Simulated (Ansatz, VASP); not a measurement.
## One calculation of Ag, two programs

```
CELL_PARAMETERS angstrom
2.93425 0.00000 0.00000
-1.46713 2.54114 0.00000
0.00000 0.00000 7.19938
ATOMIC_POSITIONS crystal
Ag 0.00000 0.00000 0.00000
Ag 0.33333 0.66667 0.33333
Ag 0.66667 0.33333 0.66667
```

Alike in both runs: task relaxation of cell and atoms; functional PBE; k mesh 18 × 18 × 7; occupations gaussian, width 0.1 eV; no spin polarisation.

|  | VASP | Ansatz |
| --- | --- | --- |
| version | VASP 6.6.1 | Ansatz 0.2.0 |
| potentials or method | VASP PAW PBE potentials, release 64 (Ag), cutoff 600 eV | scalar-relativistic, plane waves, PAW |
| valence electrons in the cell | 33 | 57 |

Ansatz gave:

- gap on the k mesh at the Fermi level, each at its own relaxed structure (eV): none
- relaxed volume (Å³/atom): 17.83
- relaxed cell length with the largest relative difference (Å): 2.937

Question: What did VASP give for the same quantities?

Answer: gap on the k mesh at the Fermi level, each at its own relaxed structure (eV): none; relaxed volume (Å³/atom): 17.80; relaxed cell length with the largest relative difference (Å): 2.934.

A gap of «none» marks a metal or a gap that the smearing closes. VASP's potentials hold 33 valence electrons a cell and Ansatz's 57, so a difference there can come from the potentials and not from the codes.
